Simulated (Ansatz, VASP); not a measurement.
## Br in VASP and in Ansatz

File INCAR:

```
SYSTEM = Br
  PREC = Accurate
  ENCUT = 520
  EDIFF = 1E-6
  ISMEAR = 0
  SIGMA = 0.02
  LREAL = .False.
  LASPH = .True.
  NELM = 100
  ALGO = Normal
  ISIF = 2
  LWAVE = .False.
  LCHARG = .False.
  GGA = PE
  NBANDS = 22
```

File KPOINTS:

```
Automatic mesh
0
Gamma
  8 8 4
  0 0 0
```

Contents of POSCAR:

```
Br
1.0
    3.2936460000     -2.1883456000      0.0000000000
    3.2936460000      2.1883456000      0.0000000000
    0.0000000000      0.0000000000      9.0885944000
Br
4
Direct
    0.1519993088      0.8480006912      0.1174321536
    0.6519993088      0.3480006912      0.3825678464
    0.8480006912      0.1519993088      0.8825678464
    0.3480006912      0.6519993088      0.6174321536
```

Input for Ansatz:

```yaml
crystal:
  lattice:
    - [3.293646, -2.1883456, 0.0]
    - [3.293646, 2.1883456, 0.0]
    - [0.0, 0.0, 9.0885944]
  atoms:
    - { symbol: Br, position: [0.1519993088, 0.8480006912, 0.1174321536] }
    - { symbol: Br, position: [0.6519993088, 0.3480006912, 0.3825678464] }
    - { symbol: Br, position: [0.8480006912, 0.1519993088, 0.8825678464] }
    - { symbol: Br, position: [0.3480006912, 0.6519993088, 0.6174321536] }
basis:
  ecutwfc: 420
kpoints:
  mp_grid: { grid: [8, 8, 4] }
hamiltonian:
  xc: pbe
scf:
  occupations: { method: gaussian, width: 0.02 }
output:
  forces: true
  stress: true
  eigenvalues: true
  write_density: true
  write_potential: true
  elf: true
  volumetric_format: npy
```

Alike in both runs: task single point; functional PBE; k mesh 8 × 8 × 4; occupations gaussian, width 0.02 eV; no spin polarisation.

|  | VASP | Ansatz |
| --- | --- | --- |
| version | VASP 6.6.1 | Ansatz 0.2.0 |
| potentials or method | VASP PAW PBE potentials, release 64 (Br), cutoff 520 eV | scalar-relativistic, plane waves, PAW |
| valence electrons in the cell | 28 | 28 |

```tsv
	VASP	Ansatz	Ansatz less VASP
gap on the k mesh at the Fermi level (eV)	0.94	0.94	-0.002
least direct gap on the mesh (eV)	1.01	1.01	-0.002
pressure (GPa)	-2.1	-2.1	0.00
traceless stress, the component that is largest in VASP (GPa)	4.23	4.24	+0.008
rms of the force components (eV/Å)	0.480	0.481	+0.0007
```

Atom by atom the forces differ by 0.001 eV/Å (rms over components).
